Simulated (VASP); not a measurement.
# F (C2/c) in VASP: a series of runs

Runs on F. Level: PBE. Tasks: single point, electric field gradients.

All numbers are computed with VASP 6.6.1; they aren't measurements. Logs are shortened: lines on timing, memory, paths and dates and some standing lists are left out, and cuts for length are marked.

## (1) The cell of the first run

It takes space group C2/c (No. 15, monoclinic). Conventional cell: a = 5.500 Å, b = 3.280 Å, c = 7.280 Å, α = 90.00°, β = 102.17°, γ = 90.00°. F (site symmetry 1) has 1 F at 1.49 Å within 2.0 Å.

## (2) Single point, PBE

POSCAR reads:

```
F
1.0
    2.7500000000     -1.6400000000      0.0000000000
    2.7500000000      1.6400000000      0.0000000000
   -1.5347200000      0.0000000000      7.1163900000
F
4
Direct
    0.9680000000      0.6020000000      0.0997000000
    0.3980000000      0.0320000000      0.4003000000
    0.0320000000      0.3980000000      0.9003000000
    0.6020000000      0.9680000000      0.5997000000
```

INCAR.step1 reads:

```
SYSTEM = F
  ALGO = Fast
  EDIFF = 1E-7
  ENCUT = 520
  GGA = PE
  ISIF = 2
  ISMEAR = -1
  LASPH = .TRUE.
  LCHARG = .TRUE.
  LREAL = .FALSE.
  LWAVE = .FALSE.
  NBANDS = 22
  NELM = 100
  PREC = Accurate
  SIGMA = 0.02
```

KPOINTS.step1 reads:

```
k-points
0
G
  9 9 4
  0 0 0
```

INCAR.step2 reads:

```
SYSTEM = F
  ALGO = Fast
  EDIFF = 1E-7
  ENCUT = 520
  GGA = PE
  ICHARG = 11
  ISIF = 2
  ISMEAR = -5
  LASPH = .TRUE.
  LCHARG = .FALSE.
  LORBIT = 10
  LREAL = .FALSE.
  LWAVE = .FALSE.
  NEDOS = 2001
  NELM = 100
  PREC = Accurate
  SIGMA = 0.02
```

KPOINTS.step2 reads:

```
k-points
0
G
  14 14 6
  0 0 0
```

Potentials or basis: VASP PAW PBE potentials, release 64 (F).

Started as:

```
cat potpaw_PBE.64/F/POTCAR > POTCAR
cp INCAR.step1 INCAR
cp KPOINTS.step1 KPOINTS
mpirun -np 1 vasp_std > vasp.out
cp INCAR.step2 INCAR
cp KPOINTS.step2 KPOINTS
mpirun -np 1 vasp_std > vasp.out
```

OUTCAR:

```text
SYSTEM = F
   EDIFF = 1E-7
   ENCUT = 520
   GGA = PE
   ICHARG = 11
   ISIF = 2
   ISMEAR = -5
   LASPH = .TRUE.
   LORBIT = 10
   LREAL = .FALSE.
   NELM = 100
   PREC = Accurate

 ion  position               nearest neighbor table
   1  0.968  0.602  0.100-   3 1.49
   2  0.398  0.032  0.400-   4 1.49
   3  0.032  0.398  0.900-   1 1.49
   4  0.602  0.968  0.600-   2 1.49

  LATTYP: Found a base centered monoclinic cell.
 ALAT       =     5.5000000000
 B/A-ratio  =     0.5963636364
 C/A-ratio  =     1.3236360154
 COS(beta)  =    -0.2108132423

  Lattice vectors:

 A1 = (   2.7500000000,  -1.6400000000,   0.0000000000)
 A2 = (   2.7500000000,   1.6400000000,   0.0000000000)
 A3 = (  -1.5347200000,   0.0000000000,   7.1163900000)

Analysis of symmetry for initial positions (statically):
=====================================================================
 Subroutine PRICEL returns:
 Original cell was already a primitive cell.

 Routine SETGRP: Setting up the symmetry group for a
 base centered monoclinic supercell.

 Subroutine GETGRP returns: Found  4 space group operations
 (whereof  2 operations were pure point group operations)
 out of a pool of  4 trial point group operations.

The static configuration has the point symmetry S_2 .
 The point group associated with its full space group is C_2h.

Analysis of symmetry for dynamics (positions and initial velocities):
=====================================================================
 Subroutine PRICEL returns:
 Original cell was already a primitive cell.

 Routine SETGRP: Setting up the symmetry group for a
 base centered monoclinic supercell.

 Subroutine GETGRP returns: Found  4 space group operations
 (whereof  2 operations were pure point group operations)
 out of a pool of  4 trial point group operations.

The dynamic configuration has the point symmetry S_2 .
 The point group associated with its full space group is C_2h.

 Subroutine INISYM returns: Found  4 space group operations
 (whereof  2 operations are pure point group operations),
 and found     1 'primitive' translations

----------------------------------------------------------------------------------------

                                     Primitive cell

  volume of cell :      64.1898

  direct lattice vectors                    reciprocal lattice vectors
     2.750000000 -1.640000000  0.000000000     0.181818182 -0.304878049  0.039210892
     2.750000000  1.640000000  0.000000000     0.181818182  0.304878049  0.039210892
    -1.534720000  0.000000000  7.116390000     0.000000000  0.000000000  0.140520685

  length of vectors
     3.201890067  3.201890067  7.279998085     0.357135786  0.357135786  0.140520685

  position of ions in fractional coordinates (direct lattice)
     0.968000000  0.602000000  0.099700000
     0.398000000  0.032000000  0.400300000
     0.032000000  0.398000000  0.900300000
     0.602000000  0.968000000  0.599700000

  ion indices of the primitive-cell ions
   primitive index   ion index
                 1           1
                 2           2
                 3           3
                 4           4

----------------------------------------------------------------------------------------

 KPOINTS: k-points

Automatic generation of k-mesh.
 Grid dimensions read from file:
 generate k-points for:   14   14    6

 Generating k-lattice:

  Cartesian coordinates                     Fractional coordinates (reciprocal lattice)
     0.012987013 -0.021777003  0.002800778     0.071428571  0.000000000  0.000000000
     0.012987013  0.021777003  0.002800778     0.000000000  0.071428571  0.000000000
     0.000000000  0.000000000  0.023420114     0.000000000  0.000000000  0.166666667

  Length of vectors
     0.025509699  0.025509699  0.023420114

  Shift w.r.t. Gamma in fractional coordinates (k-lattice)
     0.000000000  0.000000000  0.000000000

 TETIRR: Found   1764 inequivalent tetrahedra from     7056

 Subroutine IBZKPT returns following result:
 ===========================================

 Found    324 irreducible k-points:

 Following reciprocal coordinates:
            Coordinates               Weight
  0.000000  0.000000  0.000000      1.000000
  0.071429  0.000000 -0.000000      4.000000
  0.142857  0.000000  0.000000      4.000000
  0.214286 -0.000000 -0.000000      4.000000
  0.285714 -0.000000  0.000000      4.000000
  0.357143  0.000000  0.000000      4.000000
[... 16 lines left out ...]
  0.214286  0.142857  0.000000      4.000000
  0.285714  0.142857  0.000000      4.000000
 [... further k-points ...]
   k-points           NKPTS =    324   k-points in BZ     NKDIM =    324   number of bands    NBANDS=     18
   number of dos      NEDOS =   2001   number of ions     NIONS =      4
   total plane-waves  NPLWV =  31104
   dimension x,y,z NGX =    24 NGY =   24 NGZ =   54
   dimension x,y,z NGXF=    48 NGYF=   48 NGZF=  108
   ions per type =               4
   NGX,Y,Z   is equivalent  to a cutoff of  12.46, 12.46, 12.33 a.u.
   NGXF,Y,Z  is equivalent  to a cutoff of  24.92, 24.92, 24.66 a.u.
 SYSTEM =  F
   PREC   = accura    normal or accurate (medium, high low for compatibility)
   ISTART =      0    job   : 0-new  1-cont  2-samecut
   ICHARG =     11    charge: 1-file 2-atom 10-const
   ISPIN  =      1    spin polarized calculation?
   LNONCOLLINEAR =      F non collinear calculations
   LSORBIT =      F    spin-orbit coupling
   LASPH  =      T    aspherical Exc in radial PAW
   ENCUT  =  520.0 eV  38.22 Ry    6.18 a.u.   5.95  5.95 13.54*2*pi/ulx,y,z
   NELM   =    100;   NELMIN=  2; NELMDL=  0     # of ELM steps
   EDIFF  = 0.1E-06   stopping-criterion for ELM
   LREAL  =      F    real-space projection
   EDIFFG = 0.1E-05   stopping-criterion for IOM
   NSW    =      0    number of steps for IOM
   IBRION =     -1    ionic relax: 0-MD 1-quasi-New 2-CG
   NFREE  =      0    steps in history (QN), initial steepest desc. (CG)
   ISIF   =      2    stress and relaxation
   ISYM   =      2    0-nonsym 1-usesym 2-fastsym
   POTIM  = 0.5000    time-step for ionic-motion
   TEBEG  =    0.0;   TEEND  =   0.0 temperature during run
   PSTRESS=    0.0 pullay stress
   NELECT =      28.0000    total number of electrons
   NUPDOWN=      -1.0000    fix difference up-down
   EMIN   =  10.00;   EMAX   =-10.00  energy-range for DOS
   EFERMI =   0.00;   METHOD = LEGACY
   ISMEAR =    -5;   SIGMA  =   0.02  broadening in eV -4-tet -1-fermi 0-gaus
   EFERMI_NEDOS =   21; number of points for ismear=-14 and -15
   IALGO  =     68    algorithm
   IMIX   =      4    mixing-type and parameters
     AMIX     =   0.40;   BMIX     =  1.00
     AMIX_MAG =   1.60;   BMIX_MAG =  1.00
  volume/ion in A,a.u.               =      16.05       108.29
  Fermi-wavevector in a.u.,A,eV,Ry     =   1.241572  2.346232 20.973411  1.541502
  Thomas-Fermi vector in A             =   2.375964
   LORBIT       =     10    0 simple, 1 ext, 2 COOP (PROOUT), +10 PAW based schemes
   GGA     = PE    functional components
   LHFCALC =     F    Hartree Fock is set to
   AEXX    =    0.0000 exact exchange contribution
   IVDW    =     0    specifies the selected vdW correction
   LEPSILON=     F    determine dielectric tensor
   LRPA    =     F    only Hartree local field effects (RPA)
 non-spin polarized calculation
 RMM-DIIS sequential band-by-band and
 Fermi weights with tetrahedron method with Bloechl corrections
  energy-cutoff  :      520.00
  volume of cell :       64.19
 maximum number of plane-waves:      1749

 number of electron      28.0000004 magnetization

 Free energy of the ion-electron system (eV)
  ---------------------------------------------------
  ext. energy  EPLUGINS =         0.00000000
  ---------------------------------------------------
  free energy    TOTEN  =        -7.18248518 eV

  energy without entropy =       -7.18248518  energy(sigma->0) =       -7.18248518

 E-fermi :  -5.3948     XC(G=0):  -7.6629

 val. band max:       -5.3985255144   @ k =   0.0000   0.0000   0.0000
 cond. band min:      -3.4737512713   @ k =   0.0000   0.0000   0.0000
 fundamental gap:      1.9247742430
 Fermi energy:        -5.3948082068

 k-point     1 :       0.0000    0.0000    0.0000
  band No.  band energies     occupation
      1     -29.2956      2.00000
      2     -29.1700      2.00000
      3     -24.3437      2.00000
      4     -24.0268      2.00000
      5     -11.5015      2.00000
      6     -10.7103      2.00000
[... 10 lines left out ...]
     17       4.0142      0.00000
     18       6.2849      0.00000

 k-point     2 :       0.0714    0.0000   -0.0000
  band No.  band energies     occupation
      1     -29.2891      2.00000
      2     -29.1666      2.00000
      3     -24.3375      2.00000
      4     -24.0281      2.00000
      5     -11.4916      2.00000
      6     -10.7194      2.00000
[... 10 lines left out ...]
     17       4.1475      0.00000
     18       6.4073      0.00000

 k-point     3 :       0.1429    0.0000    0.0000
  band No.  band energies     occupation
      1     -29.2707      2.00000
      2     -29.1572      2.00000
      3     -24.3181      2.00000
      4     -24.0327      2.00000
      5     -11.4623      2.00000
      6     -10.7467      2.00000
[... 10 lines left out ...]
     17       4.5328      0.00000
     18       6.7591      0.00000

 k-point     4 :       0.2143   -0.0000   -0.0000
  band No.  band energies     occupation
      1     -29.2431      2.00000
      2     -29.1446      2.00000
      3     -24.2885      2.00000
      4     -24.0411      2.00000
      5     -11.4153      2.00000
      6     -10.7913      2.00000
[... 375 lines left out ...]
      4     -24.0315      2.00000
      5     -11.4435      2.00000
      6     -10.7545      2.00000
[... 10 lines left out ...]
     17       4.5808      0.00000
     18       6.7098      0.00000

 k-point    23 :       0.2143    0.1429    0.0000
  band No.  band energies     occupation
      1     -29.2515      2.00000
      2     -29.1494      2.00000
      3     -24.2904      2.00000
      4     -24.0355      2.00000
      5     -11.4078      2.00000
      6     -10.7833      2.00000
[... 10 lines left out ...]
     17       4.9669      0.00000
     18       7.0068      0.00000

 k-point    24 :       0.2857    0.1429    0.0000
  band No.  band energies     occupation
      1     -29.2259      2.00000
      2     -29.1383      2.00000
      3     -24.2613      2.00000
      4     -24.0437      2.00000
      5     -11.3574      2.00000
      6     -10.8277      2.00000
[... 10 lines left out ...]
     17       5.5545      0.00000
     18       7.4734      0.00000

 [... further k-points ...]
[... 5 lines left out ...]
  --------------------------------------------------------------------------------------
  -------------------------------------------------------------------------------------
  Total        0.1065163     -0.3630219     -4.6022279      0.0000000      0.0000000     -0.2432552
  in kB        2.6586457     -9.0610219   -114.8715361      0.0000000      0.0000000     -6.0716457
  external PRESSURE =     -40.4246374 kB  Pullay stress =       0.0000000 kB

 VOLUME and BASIS-vectors are now :
 -----------------------------------------------------------------------------
  energy-cutoff  :      520.00
  volume of cell :       64.19
      direct lattice vectors                 reciprocal lattice vectors
     2.750000000 -1.640000000  0.000000000     0.181818182 -0.304878049  0.039210892
     2.750000000  1.640000000  0.000000000     0.181818182  0.304878049  0.039210892
    -1.534720000  0.000000000  7.116390000     0.000000000  0.000000000  0.140520685

 POSITION                                       TOTAL-FORCE (eV/Angst)
 -----------------------------------------------------------------------------------
      4.16449     -0.60024      0.70950        -0.114300     -0.500069     -1.583890
      0.56815     -0.60024      2.84869         0.114300     -0.500069      1.583890
     -0.19921      0.60024      6.40689         0.114300      0.500069      1.583890
      3.39713      0.60024      4.26770        -0.114300      0.500069     -1.583890
 -----------------------------------------------------------------------------------
    total drift:                                0.000000     -0.000000      0.000000

  FREE ENERGIE OF THE ION-ELECTRON SYSTEM (eV)
  ---------------------------------------------------
  free  energy   TOTEN  =        -7.1824851776 eV

  energy  without entropy=       -7.1824851776  energy(sigma->0) =       -7.18248518

 total charge

# of ion       s       p       d       tot
------------------------------------------
    1        1.766   4.076   0.000   5.842
    2        1.766   4.076   0.000   5.842
    3        1.766   4.076   0.000   5.842
    4        1.766   4.076   0.000   5.842
--------------------------------------------------
tot          7.063  16.306   0.000  23.369
```

Wall time 2.1 min (1 thread of Intel Xeon 6975P-C (Granite Rapids), shared host); peak memory 0.35 GiB.

Results:

```
Valence electrons inside the program's atomic spheres : F 5.84
```

(Continued in part 2 of 2.)
